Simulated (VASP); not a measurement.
Bi2S:

```
Bi S
1.0
     5.21813    0.00000    0.00000
    -2.60907    4.51903    0.00000
     0.00000    0.00000    7.60032
Bi S
4 2
Direct
  0.33333 0.66667 0.83358
  0.33333 0.66667 0.16642
  0.66667 0.33333 0.16642
  0.66667 0.33333 0.83358
  0.33333 0.66667 0.50000
  0.66667 0.33333 0.50000
```

| Property | Result |
| --- | --- |
| Program | VASP 6.6.1 |
| Task | relaxation of cell and atoms |
| Functional | PBE |
| Potentials or basis | VASP PAW PBE potentials, release 64 (Bi_d, S) |
| Cutoff | 600 eV |
| k mesh | 6 × 6 × 2 |
| Occupations | gaussian, width 0.1 eV |
| Spin | no spin polarisation |

At the start: pressure 20.8 GPa; volume 29.87 Å³/atom.

Q: How do energy, volume and symmetry change on relaxing?

A: Over 14 steps the energy falls by 818.6 meV/atom and the volume is 37.83 Å³/atom (+26.6 %); space group P6/mmm (No. 191, to 0.05 Å).

The path:
| step | energy change (eV) | largest force (eV/Å) | pressure (GPa) | volume (Å³) |
| --- | --- | --- | --- | --- |
| 1 | 0.0000 | 6.0751 | 20.79 | 179.22 |
| 2 | -2.5473 | 0.7134 | -4.46 | 290.37 |
| 3 | -4.6590 | 0.3132 | -0.44 | 224.94 |
| 4 | -4.7117 | 0.3363 | 0.11 | 221.53 |
| 5 | -4.7472 | 0.4166 | 1.71 | 213.75 |
| 6 | -4.7524 | 0.3928 | 1.26 | 215.64 |
| 7 | -4.7516 | 0.4017 | 1.43 | 214.89 |
| 8 | -4.8754 | 0.3043 | 0.26 | 224.07 |
| 9 | -4.8759 | 0.3013 | 0.19 | 224.79 |
| 10 | -4.8935 | 0.2247 | -0.23 | 227.17 |
| 11 | -4.8973 | 0.1816 | -0.51 | 228.86 |
| 12 | -4.9093 | 0.0774 | -0.14 | 227.44 |
| 13 | -4.9113 | 0.0142 | 0.09 | 226.62 |
| 14 | -4.9116 | 0.0044 | 0.04 | 226.97 |

Final structure:
```yaml
crystal:
  lattice:
    - [5.48542, 0.00000, 0.00000]
    - [-2.74271, 4.75051, 0.00000]
    - [0.00000, 0.00000, 8.70984]
  atoms:
    - { symbol: Bi, position: [0.33333, 0.66667, 0.80462] }
    - { symbol: Bi, position: [0.33333, 0.66667, 0.19538] }
    - { symbol: Bi, position: [0.66667, 0.33333, 0.19538] }
    - { symbol: Bi, position: [0.66667, 0.33333, 0.80462] }
    - { symbol: S, position: [0.33333, 0.66667, 0.50000] }
    - { symbol: S, position: [0.66667, 0.33333, 0.50000] }
```

Caveat: the k points lie up to 0.36 Å⁻¹ apart in the final cell; the volume moved by over 15 % at a fixed basis, so the end points are rough.
